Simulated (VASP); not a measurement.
## CO2: single point with PBE

The system is CO2.

```xyz
6
Lattice="-1.9747 1.9747 3.0141 1.9747 -1.9747 3.0141 1.9747 1.9747 -3.0141" Properties=species:S:1:pos:R:3 pbc="T T T"
O     1.3223    0.9874    3.7676
O     0.6525    0.9874    0.7535
O     2.9621    0.6525   -0.7535
O    -0.9874    1.3223    2.2605
C     0.0000    0.0000    0.0000
C     0.0000    1.9747    1.5070
```

```json
{"Program": "VASP 6.6.1", "Task": "single point", "Functional": "PBE", "Potentials or basis": "VASP PAW PBE potentials, release 64 (O, C)", "Cutoff": "520 eV", "k mesh": "9 × 9 × 9", "Occupations": "gaussian, width 0.014 eV", "Spin": "no spin polarisation", "Dipole correction": "no", "Further INCAR settings": "ALGO = Normal; EDIFF = 1e-06; NBANDS = 25"}
```

The pressure is 0.9 GPa. The largest force is 0.060 eV/Å. The band gap on the k mesh is 7.66 eV, indirect (least direct gap 8.09 eV).

Forces in eV/Å, atoms in the order of the input:
```
O   -0.060  0.000  0.000
O    0.060  0.000  0.000
O    0.000  0.060  0.000
O    0.000 -0.060  0.000
C    0.000  0.000  0.000
C    0.000  0.000  0.000
```

Stress tensor (GPa, compression positive):
```
 1.53  0.00  0.00
 0.00  1.53  0.00
 0.00  0.00 -0.23
```

Levels at points of the mesh, in eV from the valence-band top:
```tsv
k point	band 14	band 15	band 16	band 17	band 18	band 19
(0.00, 0.00, 0.00)	-0.85	-0.85	-0.46	7.66	9.06	9.15
```

Run time: 2.4 min on 1 thread of Oxide Virtual Turin-like Processor, on a shared host, peak memory 0.17 GiB.

A k mesh can miss the band edges.
